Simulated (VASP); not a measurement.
# Bi (Pm-3n) in VASP: single point with PBE

Aim: the single point of Bi with PBE.

Everything below comes from runs of VASP 6.6.1. Logs are shortened: lines on timing, memory, paths and dates and some standing lists are left out, and cuts for length are marked.

### Step 1. The cell of the first run

It takes space group Pm-3n (No. 223, cubic). Conventional cell: a = 6.385 Å, b = 6.385 Å, c = 6.385 Å, α = 90.00°, β = 90.00°, γ = 90.00°. Within 4.7 Å of Bi (site symmetry m-3) lie 12 Bi at 3.57 Å. Within 4.2 Å of Bi (site symmetry -4m2) lie 14 Bi at 3.19 to 3.91 Å.

### Step 2. Single point, PBE

Input file INCAR:

```
SYSTEM = Bi
  PREC = Accurate
  ENCUT = 520
  EDIFF = 1E-6
  ISMEAR = -1
  SIGMA = 0.1
  LREAL = .False.
  LASPH = .True.
  NELM = 80
  ALGO = Normal
  ISIF = 2
  LWAVE = .False.
  LCHARG = .False.
  GGA = PE
  NBANDS = 70
```

Input file KPOINTS:

```
Automatic mesh
0
Gamma
  6 6 6
  0 0 0
```

Input file POSCAR:

```
Bi
1.0
    6.3848064288      0.0000000000      0.0000000000
    0.0000000000      6.3848064288      0.0000000000
    0.0000000000      0.0000000000      6.3848064288
Bi
8
Direct
    0.0000000000      0.0000000000      1.0000000000
    0.5000000000      0.5000000000      0.5000000000
    0.2500000000      1.0000000000      0.5000000000
    0.7500000000      0.0000000000      0.5000000000
    0.5000000000      0.2500000000      0.0000000000
    0.5000000000      0.7500000000      0.0000000000
    0.0000000000      0.5000000000      0.2500000000
    0.0000000000      0.5000000000      0.7500000000
```

Potentials or basis: VASP PAW PBE potentials, release 64 (Bi_d).

Command:

```bash
$ cat potpaw_PBE.64/Bi_d/POTCAR > POTCAR
$ mpirun -np 1 vasp_std > vasp.out
```

OUTCAR:

```text
SYSTEM = Bi
   PREC = Accurate
   ENCUT = 520
   EDIFF = 1E-6
   ISMEAR = -1
   LREAL = .False.
   LASPH = .True.
   NELM = 80
   ISIF = 2
   GGA = PE

 ion  position               nearest neighbor table
   1  0.000  0.000  0.000-   3 3.57   4 3.57   5 3.57   6 3.57   7 3.57   8 3.57   3 3.57   4 3.57
                             7 3.57   8 3.57   5 3.57   6 3.57
   2  0.500  0.500  0.500-   3 3.57   4 3.57   5 3.57   6 3.57   7 3.57   8 3.57   5 3.57   6 3.57
                             3 3.57   4 3.57   7 3.57   8 3.57
   3  0.250  0.000  0.500-   4 3.19   4 3.19   1 3.57   1 3.57   2 3.57   2 3.57   8 3.91   5 3.91
                             5 3.91   6 3.91   6 3.91   7 3.91   8 3.91   7 3.91
   4  0.750  0.000  0.500-   3 3.19   3 3.19   1 3.57   1 3.57   2 3.57   2 3.57   8 3.91   5 3.91
                             5 3.91   6 3.91   6 3.91   7 3.91   8 3.91   7 3.91
   5  0.500  0.250  0.000-   6 3.19   6 3.19   1 3.57   2 3.57   2 3.57   1 3.57   8 3.91   4 3.91
                             3 3.91   4 3.91   3 3.91   7 3.91   7 3.91   8 3.91
   6  0.500  0.750  0.000-   5 3.19   5 3.19   1 3.57   2 3.57   2 3.57   1 3.57   8 3.91   4 3.91
                             3 3.91   4 3.91   3 3.91   7 3.91   7 3.91   8 3.91
   7  0.000  0.500  0.250-   8 3.19   8 3.19   1 3.57   2 3.57   1 3.57   2 3.57   3 3.91   4 3.91
                             5 3.91   3 3.91   4 3.91   6 3.91   5 3.91   6 3.91
   8  0.000  0.500  0.750-   7 3.19   7 3.19   1 3.57   2 3.57   1 3.57   2 3.57   3 3.91   4 3.91
                             5 3.91   3 3.91   4 3.91   6 3.91   5 3.91   6 3.91

  LATTYP: Found a simple cubic cell.
 ALAT       =     6.3848064288

  Lattice vectors:

 A1 = (   6.3848064288,   0.0000000000,   0.0000000000)
 A2 = (   0.0000000000,   6.3848064288,   0.0000000000)
 A3 = (   0.0000000000,   0.0000000000,   6.3848064288)

Analysis of symmetry for initial positions (statically):
=====================================================================
 Subroutine PRICEL returns:
 Original cell was already a primitive cell.

 Routine SETGRP: Setting up the symmetry group for a
 simple cubic supercell.

 Subroutine GETGRP returns: Found 48 space group operations
 (whereof 24 operations were pure point group operations)
 out of a pool of 48 trial point group operations.

The static configuration has the point symmetry T_h .
 The point group associated with its full space group is O_h .

Analysis of symmetry for dynamics (positions and initial velocities):
=====================================================================
 Subroutine PRICEL returns:
 Original cell was already a primitive cell.

 Routine SETGRP: Setting up the symmetry group for a
 simple cubic supercell.

 Subroutine GETGRP returns: Found 48 space group operations
 (whereof 24 operations were pure point group operations)
 out of a pool of 48 trial point group operations.

The dynamic configuration has the point symmetry T_h .
 The point group associated with its full space group is O_h .

 Subroutine INISYM returns: Found 48 space group operations
 (whereof 24 operations are pure point group operations),
 and found     1 'primitive' translations

----------------------------------------------------------------------------------------

                                     Primitive cell

  volume of cell :     260.2814

  direct lattice vectors                    reciprocal lattice vectors
     6.384806429  0.000000000  0.000000000     0.156621819  0.000000000  0.000000000
     0.000000000  6.384806429  0.000000000     0.000000000  0.156621819  0.000000000
     0.000000000  0.000000000  6.384806429     0.000000000  0.000000000  0.156621819

  length of vectors
     6.384806429  6.384806429  6.384806429     0.156621819  0.156621819  0.156621819

  position of ions in fractional coordinates (direct lattice)
     0.000000000  0.000000000  0.000000000
     0.500000000  0.500000000  0.500000000
     0.250000000  0.000000000  0.500000000
     0.750000000  0.000000000  0.500000000
     0.500000000  0.250000000  0.000000000
     0.500000000  0.750000000  0.000000000
     0.000000000  0.500000000  0.250000000
     0.000000000  0.500000000  0.750000000

  ion indices of the primitive-cell ions
   primitive index   ion index
                 1           1
                 2           2
                 3           3
                 4           4
                 5           5
                 6           6
                 7           7
                 8           8

----------------------------------------------------------------------------------------

 KPOINTS: Automatic mesh

Automatic generation of k-mesh.
 Grid dimensions read from file:
 generate k-points for:    6    6    6

 Generating k-lattice:

  Cartesian coordinates                     Fractional coordinates (reciprocal lattice)
     0.026103637  0.000000000  0.000000000     0.166666667  0.000000000  0.000000000
     0.000000000  0.026103637  0.000000000     0.000000000  0.166666667  0.000000000
     0.000000000  0.000000000  0.026103637     0.000000000  0.000000000  0.166666667

  Length of vectors
     0.026103637  0.026103637  0.026103637

  Shift w.r.t. Gamma in fractional coordinates (k-lattice)
     0.000000000  0.000000000  0.000000000

 Subroutine IBZKPT returns following result:
 ===========================================

 Found     20 irreducible k-points:

 Following reciprocal coordinates:
            Coordinates               Weight
  0.000000  0.000000  0.000000      1.000000
  0.166667  0.000000  0.000000      6.000000
  0.333333  0.000000  0.000000      6.000000
  0.500000  0.000000  0.000000      3.000000
  0.166667  0.166667  0.000000     12.000000
  0.333333  0.166667  0.000000     24.000000
[... 12 lines left out ...]
  0.500000  0.500000  0.333333      6.000000
  0.500000  0.500000  0.500000      1.000000
   k-points           NKPTS =     20   k-points in BZ     NKDIM =     20   number of bands    NBANDS=     70
   number of dos      NEDOS =    301   number of ions     NIONS =      8
   total plane-waves  NPLWV = 110592
   dimension x,y,z NGX =    48 NGY =   48 NGZ =   48
   dimension x,y,z NGXF=    96 NGYF=   96 NGZF=   96
   ions per type =               8
   NGX,Y,Z   is equivalent  to a cutoff of  12.50, 12.50, 12.50 a.u.
   NGXF,Y,Z  is equivalent  to a cutoff of  25.00, 25.00, 25.00 a.u.
 SYSTEM =  Bi
   PREC   = accura    normal or accurate (medium, high low for compatibility)
   ISTART =      0    job   : 0-new  1-cont  2-samecut
   ICHARG =      2    charge: 1-file 2-atom 10-const
   ISPIN  =      1    spin polarized calculation?
   LNONCOLLINEAR =      F non collinear calculations
   LSORBIT =      F    spin-orbit coupling
   LASPH  =      T    aspherical Exc in radial PAW
   ENCUT  =  520.0 eV  38.22 Ry    6.18 a.u.  11.87 11.87 11.87*2*pi/ulx,y,z
   NELM   =     80;   NELMIN=  2; NELMDL= -5     # of ELM steps
   EDIFF  = 0.1E-05   stopping-criterion for ELM
   LREAL  =      F    real-space projection
   EDIFFG = 0.1E-04   stopping-criterion for IOM
   NSW    =      0    number of steps for IOM
   IBRION =     -1    ionic relax: 0-MD 1-quasi-New 2-CG
   NFREE  =      0    steps in history (QN), initial steepest desc. (CG)
   ISIF   =      2    stress and relaxation
   ISYM   =      2    0-nonsym 1-usesym 2-fastsym
   POTIM  = 0.5000    time-step for ionic-motion
   TEBEG  =    0.0;   TEEND  =   0.0 temperature during run
   PSTRESS=    0.0 pullay stress
   NELECT =     120.0000    total number of electrons
   NUPDOWN=      -1.0000    fix difference up-down
   EMIN   =  10.00;   EMAX   =-10.00  energy-range for DOS
   EFERMI =   0.00;   METHOD = LEGACY
   ISMEAR =    -1;   SIGMA  =   0.10  broadening in eV -4-tet -1-fermi 0-gaus
   EFERMI_NEDOS =   21; number of points for ismear=-14 and -15
   IALGO  =     38    algorithm
   IMIX   =      4    mixing-type and parameters
     AMIX     =   0.40;   BMIX     =  1.00
     AMIX_MAG =   1.60;   BMIX_MAG =  1.00
  volume/ion in A,a.u.               =      32.54       219.56
  Fermi-wavevector in a.u.,A,eV,Ry     =   1.264700  2.389936 21.762057  1.599466
  Thomas-Fermi vector in A             =   2.397992
   LORBIT       =      0    0 simple, 1 ext, 2 COOP (PROOUT), +10 PAW based schemes
   GGA     = PE    functional components
   LHFCALC =     F    Hartree Fock is set to
   AEXX    =    0.0000 exact exchange contribution
   IVDW    =     0    specifies the selected vdW correction
   LEPSILON=     F    determine dielectric tensor
   LRPA    =     F    only Hartree local field effects (RPA)
 non-spin polarized calculation
  energy-cutoff  :      520.00
  volume of cell :      260.28
 maximum number of plane-waves:      7088
 NGX is ok and might be reduce to    48
   NGX = 23   NGY = 23   NGZ = 23

 number of electron     120.0000112 magnetization

 Free energy of the ion-electron system (eV)
  ---------------------------------------------------
  ext. energy  EPLUGINS =         0.00000000
  ---------------------------------------------------
  free energy    TOTEN  =       -29.14031089 eV

  energy without entropy =      -28.92187574  energy(sigma->0) =      -29.03109331

 E-fermi :   7.4641     XC(G=0): -10.0780

 val. band max:        7.4554874045   @ k =   0.5000   0.1667   0.0000
 cond. band min:       7.4991701938   @ k =   0.5000   0.0000   0.0000
 fundamental gap:      0.0436827892
 Fermi energy:         7.4641375528

 k-point     1 :       0.0000    0.0000    0.0000
  band No.  band energies     occupation
      1     -15.7436      2.00000
      2     -15.7388      2.00000
      3     -15.7388      2.00000
      4     -15.6633      2.00000
      5     -15.6633      2.00000
      6     -15.6343      2.00000
[... 62 lines left out ...]
     69      10.2895      0.00000
     70      12.7650      0.00000

 k-point     2 :       0.1667    0.0000    0.0000
  band No.  band energies     occupation
      1     -15.7418      2.00000
      2     -15.7387      2.00000
      3     -15.7181      2.00000
      4     -15.6628      2.00000
      5     -15.6613      2.00000
      6     -15.6507      2.00000
[... 62 lines left out ...]
     69      10.3466      0.00000
     70      11.8129      0.00000

 k-point     3 :       0.3333    0.0000    0.0000
  band No.  band energies     occupation
      1     -15.7406      2.00000
      2     -15.7388      2.00000
      3     -15.6737      2.00000
      4     -15.6662      2.00000
      5     -15.6550      2.00000
      6     -15.6479      2.00000
[... 1230 lines left out ...]
     69       9.1663      0.00000
     70       9.2386      0.00000

 k-point    20 :       0.5000    0.5000    0.5000
  band No.  band energies     occupation
      1     -15.6617      2.00000
      2     -15.6617      2.00000
      3     -15.6617      2.00000
      4     -15.6617      2.00000
      5     -15.6526      2.00000
      6     -15.6526      2.00000
[... 62 lines left out ...]
     69       8.2628      0.00068
     70       8.2628      0.00068

------------------------ aborting loop because EDIFF is reached ----------------------------------------

  FORCE on cell =-STRESS in cart. coord.  units (eV):
  Direction    XX          YY          ZZ          XY          YZ          ZX
  --------------------------------------------------------------------------------------
  -------------------------------------------------------------------------------------
  Total       -0.2029821     -0.2029821     -0.2029821      0.0000000     -0.0000000     -0.0000000
  in kB       -1.2494681     -1.2494681     -1.2494681      0.0000000     -0.0000000     -0.0000000
  external PRESSURE =      -1.2494681 kB  Pullay stress =       0.0000000 kB

 VOLUME and BASIS-vectors are now :
 -----------------------------------------------------------------------------
  energy-cutoff  :      520.00
  volume of cell :      260.28
      direct lattice vectors                 reciprocal lattice vectors
     6.384806429  0.000000000  0.000000000     0.156621819  0.000000000  0.000000000
     0.000000000  6.384806429  0.000000000     0.000000000  0.156621819  0.000000000
     0.000000000  0.000000000  6.384806429     0.000000000  0.000000000  0.156621819

 POSITION                                       TOTAL-FORCE (eV/Angst)
 -----------------------------------------------------------------------------------
      0.00000      0.00000      0.00000         0.000000      0.000000      0.000000
      3.19240      3.19240      3.19240         0.000000      0.000000      0.000000
      1.59620      0.00000      3.19240         0.000000      0.000000     -0.000000
      4.78860      0.00000      3.19240        -0.000000      0.000000     -0.000000
      3.19240      1.59620      0.00000        -0.000000      0.000000      0.000000
      3.19240      4.78860      0.00000         0.000000      0.000000      0.000000
      0.00000      3.19240      1.59620        -0.000000     -0.000000     -0.000000
      0.00000      3.19240      4.78860         0.000000      0.000000      0.000000
 -----------------------------------------------------------------------------------
    total drift:                                0.000000     -0.000000      0.000000

  FREE ENERGIE OF THE ION-ELECTRON SYSTEM (eV)
  ---------------------------------------------------
  free  energy   TOTEN  =       -29.1403108880 eV

  energy  without entropy=      -28.9218757384  energy(sigma->0) =      -29.03109331
```

Wall time 4.2 min (1 thread of Intel Xeon Platinum 8259CL at 2.50GHz (Skylake/Cascade Lake), shared host); peak memory 0.46 GiB.

What came out:

| Property | Result |
| --- | --- |
| Free energy | -29.1403 eV |
| Pressure | -0.1 GPa |
| Band gap on the k mesh | zero (band 60 reaches 7.73 eV, above the bottom of band 61 at 7.24 eV) |

Caveat: spin-orbit coupling is left out, which moves the levels of the heavy elements.
